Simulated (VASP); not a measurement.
Runs of VASP 6.6.1 on Fe. The structure is that of space group Pm-3m (No. 221), or close to it. The cells are those of the table. 

```csv
cell,gap on the mesh (eV),pressure (GPa),moment (μB)
"a = 2.306 Å, 1 atom",none,11.9,2.25
"a = 2.339 Å, 1 atom",none,4.6,2.30
"a = 2.371 Å, 1 atom",none,-1.2,2.35
"a = 2.272 Å, 1 atom",none,(a),2.18
"a = 2.403 Å, 1 atom",none,(b),2.40
```

Alike in all rows: task single point; level PBE; potentials or basis VASP PAW PBE potentials, release 64 (Fe); spin collinear, ferromagnetic start; k mesh 15 × 15 × 15; cutoff (eV) 520; smearing fermi-dirac 0.05 eV.

Estimate the missing entries.

(a) 20.9; (b) -5.7.

A gap of «none» marks levels without a gap at the run's occupations.
